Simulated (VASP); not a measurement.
# LiF (P6_3mc) in VASP: notebook, part 2 of 2

VASP 6.6.1.

## Step 5: Single point, LDA (9.56 Å³/atom)

The input, INCAR:

```
PREC = Accurate
ENCUT = 520
EDIFF = 1E-7
ISMEAR = 0
SIGMA = 0.05
LREAL = F
LASPH = T
NELM = 60
ALGO = Normal
ISIF = 2
LWAVE = F
LCHARG = F
GGA = CA
NBANDS = 18
```

The input, KPOINTS:

```
regular mesh
0
Gamma
  9 9 6
```

The input, POSCAR:

```
LiF
1.0
    3.0620983315      0.0000000000      0.0000000000
   -1.5310491657      2.6518549439      0.0000000000
    0.0000000000      0.0000000000      4.7082348772
Li F
2 2
Direct
    0.3333333333      0.6666666667      0.3839784076
    0.6666666667      0.3333333333      0.8839784076
    0.3333333333      0.6666666667      0.9910195924
    0.6666666667      0.3333333333      0.4910195924
```

Potentials or basis: VASP PAW LDA potentials, release 64 (Li_sv, F).

The run is started by

```sh
$ cat potpaw_LDA.64/Li_sv/POTCAR potpaw_LDA.64/F/POTCAR > POTCAR
$ mpirun -np 1 vasp_std > vasp.out
```

OUTCAR:

```text
PREC = Accurate
   ENCUT = 520
   EDIFF = 1E-7
   ISMEAR = 0
   LREAL = F
   LASPH = T
   NELM = 60
   ISIF = 2
   GGA = CA

 ion  position               nearest neighbor table
   1  0.333  0.667  0.384-   4 1.84   4 1.84   4 1.84   3 1.85
   2  0.667  0.333  0.884-   3 1.84   3 1.84   3 1.84   4 1.85
   3  0.333  0.667  0.991-   2 1.84   2 1.84   2 1.84   1 1.85
   4  0.667  0.333  0.491-   1 1.84   1 1.84   1 1.84   2 1.85

  LATTYP: Found a hexagonal cell.
 ALAT       =     3.0620983315
 C/A-ratio  =     1.5375844821

  Lattice vectors:

 A1 = (   3.0620983315,   0.0000000000,   0.0000000000)
 A2 = (  -1.5310491657,   2.6518549439,   0.0000000000)
 A3 = (   0.0000000000,   0.0000000000,   4.7082348772)

Analysis of symmetry for initial positions (statically):
=====================================================================
 Subroutine PRICEL returns:
 Original cell was already a primitive cell.

 Routine SETGRP: Setting up the symmetry group for a
 hexagonal supercell.

 Subroutine GETGRP returns: Found 12 space group operations
 (whereof  6 operations were pure point group operations)
 out of a pool of 24 trial point group operations.

The static configuration has the point symmetry C_3v.
 The point group associated with its full space group is C_6v.

Analysis of symmetry for dynamics (positions and initial velocities):
=====================================================================
 Subroutine PRICEL returns:
 Original cell was already a primitive cell.

 Routine SETGRP: Setting up the symmetry group for a
 hexagonal supercell.

 Subroutine GETGRP returns: Found 12 space group operations
 (whereof  6 operations were pure point group operations)
 out of a pool of 24 trial point group operations.

The dynamic configuration has the point symmetry C_3v.
 The point group associated with its full space group is C_6v.

 Subroutine INISYM returns: Found 12 space group operations
 (whereof  6 operations are pure point group operations),
 and found     1 'primitive' translations

----------------------------------------------------------------------------------------

                                     Primitive cell

  volume of cell :      38.2320

  direct lattice vectors                    reciprocal lattice vectors
     3.062098332  0.000000000  0.000000000     0.326573445  0.188547266  0.000000000
    -1.531049166  2.651854944  0.000000000     0.000000000  0.377094532  0.000000000
     0.000000000  0.000000000  4.708234877     0.000000000  0.000000000  0.212393822

  length of vectors
     3.062098332  3.062098331  4.708234877     0.377094532  0.377094532  0.212393822

  position of ions in fractional coordinates (direct lattice)
     0.333333333  0.666666667  0.383978408
     0.666666667  0.333333333  0.883978408
     0.333333333  0.666666667  0.991019592
     0.666666667  0.333333333  0.491019592

  ion indices of the primitive-cell ions
   primitive index   ion index
[... 22 lines left out ...]

  Shift w.r.t. Gamma in fractional coordinates (k-lattice)
     0.000000000  0.000000000  0.000000000

 Subroutine IBZKPT returns following result:
 ===========================================

 Found     48 irreducible k-points:

 Following reciprocal coordinates:
            Coordinates               Weight
  0.000000  0.000000  0.000000      1.000000
  0.111111 -0.000000  0.000000      6.000000
  0.222222 -0.000000  0.000000      6.000000
  0.333333  0.000000  0.000000      6.000000
  0.444444 -0.000000  0.000000      6.000000
  0.111111  0.111111  0.000000      6.000000
[... 16 lines left out ...]
  0.333333  0.222222  0.166667     24.000000
  0.333333  0.333333  0.166667      4.000000
 [... further k-points ...]
   k-points           NKPTS =     48   k-points in BZ     NKDIM =     48   number of bands    NBANDS=     18
   number of dos      NEDOS =    301   number of ions     NIONS =      4
   total plane-waves  NPLWV =  20736
   dimension x,y,z NGX =    24 NGY =   24 NGZ =   36
   dimension x,y,z NGXF=    48 NGYF=   48 NGZF=   72
   ions per type =               2   2
   NGX,Y,Z   is equivalent  to a cutoff of  13.03, 13.03, 12.71 a.u.
   NGXF,Y,Z  is equivalent  to a cutoff of  26.06, 26.06, 25.42 a.u.
 SYSTEM =  unknown system
   PREC   = accura    normal or accurate (medium, high low for compatibility)
   ISTART =      0    job   : 0-new  1-cont  2-samecut
   ICHARG =      2    charge: 1-file 2-atom 10-const
   ISPIN  =      1    spin polarized calculation?
   LNONCOLLINEAR =      F non collinear calculations
   LSORBIT =      F    spin-orbit coupling
   LASPH  =      T    aspherical Exc in radial PAW
   ENCUT  =  520.0 eV  38.22 Ry    6.18 a.u.   5.69  5.69  8.75*2*pi/ulx,y,z
   NELM   =     60;   NELMIN=  2; NELMDL= -5     # of ELM steps
   EDIFF  = 0.1E-06   stopping-criterion for ELM
   LREAL  =      F    real-space projection
   EDIFFG = 0.1E-05   stopping-criterion for IOM
   NSW    =      0    number of steps for IOM
   IBRION =     -1    ionic relax: 0-MD 1-quasi-New 2-CG
   NFREE  =      0    steps in history (QN), initial steepest desc. (CG)
   ISIF   =      2    stress and relaxation
   ISYM   =      2    0-nonsym 1-usesym 2-fastsym
   POTIM  = 0.5000    time-step for ionic-motion
   TEBEG  =    0.0;   TEEND  =   0.0 temperature during run
   PSTRESS=    0.0 pullay stress
   NELECT =      20.0000    total number of electrons
   NUPDOWN=      -1.0000    fix difference up-down
   EMIN   =  10.00;   EMAX   =-10.00  energy-range for DOS
   EFERMI =   0.00;   METHOD = LEGACY
   ISMEAR =     0;   SIGMA  =   0.05  broadening in eV -4-tet -1-fermi 0-gaus
   EFERMI_NEDOS =   21; number of points for ismear=-14 and -15
   IALGO  =     38    algorithm
   IMIX   =      4    mixing-type and parameters
     AMIX     =   0.40;   BMIX     =  1.00
     AMIX_MAG =   1.60;   BMIX_MAG =  1.00
  volume/ion in A,a.u.               =       9.56        64.50
  Fermi-wavevector in a.u.,A,eV,Ry     =   1.319094  2.492727 23.674268  1.740010
  Thomas-Fermi vector in A             =   2.449017
   LORBIT       =      0    0 simple, 1 ext, 2 COOP (PROOUT), +10 PAW based schemes
   GGA     = CA    functional components
   LHFCALC =     F    Hartree Fock is set to
   AEXX    =    0.0000 exact exchange contribution
   IVDW    =     0    specifies the selected vdW correction
   LEPSILON=     F    determine dielectric tensor
   LRPA    =     F    only Hartree local field effects (RPA)
 non-spin polarized calculation
 Gauss-broadening in eV      SIGMA  =   0.05
  energy-cutoff  :      520.00
  volume of cell :       38.23
 maximum number of plane-waves:      1049
 NGX is ok and might be reduce to    24
   NGX = 11   NGY = 11   NGZ = 17

 number of electron      19.9999998 magnetization

 Free energy of the ion-electron system (eV)
  ---------------------------------------------------
  ext. energy  EPLUGINS =         0.00000000
  ---------------------------------------------------
  free energy    TOTEN  =       -20.80427180 eV

  energy without entropy =      -20.80427180  energy(sigma->0) =      -20.80427180

 E-fermi :  -2.1874     XC(G=0):  -9.7211

 val. band max:       -2.5378720164   @ k =   0.0000   0.0000   0.0000
 cond. band min:       5.1059324517   @ k =   0.0000   0.0000   0.0000
 fundamental gap:      7.6438044681
 Fermi energy:        -2.1874362036

 k-point     1 :       0.0000    0.0000    0.0000
  band No.  band energies     occupation
      1     -41.8035      2.00000
      2     -41.7442      2.00000
      3     -21.6694      2.00000
      4     -21.3799      2.00000
      5      -4.9686      2.00000
      6      -3.1407      2.00000
[... 481 lines left out ...]
      5      -4.7965      2.00000
      6      -3.8991      2.00000
[... 10 lines left out ...]
     17      15.9224      0.00000
     18      18.6158      0.00000

 [... further k-points ...]

------------------------ aborting loop because EDIFF is reached ----------------------------------------

  FORCE on cell =-STRESS in cart. coord.  units (eV):
  Direction    XX          YY          ZZ          XY          YZ          ZX
  --------------------------------------------------------------------------------------
  -------------------------------------------------------------------------------------
  Total       -0.5196119     -0.5196119     -0.4896359     -0.0000000      0.0000000      0.0000000
  in kB      -21.7752244    -21.7752244    -20.5190283     -0.0000000      0.0000000      0.0000000
  external PRESSURE =     -21.3564923 kB  Pullay stress =       0.0000000 kB

 VOLUME and BASIS-vectors are now :
 -----------------------------------------------------------------------------
  energy-cutoff  :      520.00
  volume of cell :       38.23
      direct lattice vectors                 reciprocal lattice vectors
     3.062098332  0.000000000  0.000000000     0.326573445  0.188547266  0.000000000
    -1.531049166  2.651854944  0.000000000     0.000000000  0.377094532  0.000000000
     0.000000000  0.000000000  4.708234877     0.000000000  0.000000000  0.212393822

 POSITION                                       TOTAL-FORCE (eV/Angst)
 -----------------------------------------------------------------------------------
     -0.00000      1.76790      1.80786        -0.000000      0.000000     -0.007607
      1.53105      0.88395      4.16198         0.000000      0.000000     -0.007607
     -0.00000      1.76790      4.66595        -0.000000     -0.000000      0.007607
      1.53105      0.88395      2.31184         0.000000      0.000000      0.007607
 -----------------------------------------------------------------------------------
    total drift:                                0.000000      0.000000     -0.000687

  FREE ENERGIE OF THE ION-ELECTRON SYSTEM (eV)
  ---------------------------------------------------
  free  energy   TOTEN  =       -20.8042718041 eV

  energy  without entropy=      -20.8042718041  energy(sigma->0) =      -20.80427180
```

Wall time 9.2 s (1 thread of Intel Xeon 6975P-C (Granite Rapids), shared host); peak memory 0.14 GiB.

Results:

```yaml
Free_energy: -20.8043 eV
Largest_force: 0.008 eV/Å
Band_gap_on_the_k_mesh: 7.64 eV
```

Forces in eV/Å, atoms in the order of the input:
```
Li   0.000  0.000 -0.008
Li   0.000  0.000 -0.008
F    0.000  0.000  0.008
F    0.000  0.000  0.008
```

Caveat: the cutoff is under 1.25 times the usual one of these potentials, so pressure, stress and relaxed cells hold a basis-set (Pulay) error; an odd mesh through Γ misses points on the zone boundary, where band edges can lie.

## Step 6: The runs side by side

| cell | gap on the mesh (eV) | largest force (eV/Å) |
| --- | --- | --- |
| a = 3.162, b = 3.162, c = 4.415 Å, angles 90.0, 90.0, 120.0°, 4 atoms | 7.55 | 0.53 |
| a = 2.965, b = 2.965, c = 5.021 Å, angles 90.0, 90.0, 120.0°, 4 atoms | 7.74 | 0.29 |
| a = 3.112, b = 3.112, c = 4.559 Å, angles 90.0, 90.0, 120.0°, 4 atoms | 7.59 | 0.22 |
| a = 3.062, b = 3.062, c = 4.708 Å, angles 90.0, 90.0, 120.0°, 4 atoms | 7.64 | 0.01 |

Alike in all rows: task single point; level LDA; potentials or basis VASP PAW LDA potentials, release 64 (Li_sv, F); no spin polarisation; k mesh 9 × 9 × 6; cutoff (eV) 520; smearing gaussian 0.05 eV.

Caveats: the cutoff is under 1.25 times the usual one of these potentials, so pressure, stress and relaxed cells hold a basis-set (Pulay) error; an odd mesh through Γ misses points on the zone boundary, where band edges can lie.

Absolute energies hang on the potentials; compare differences alone.
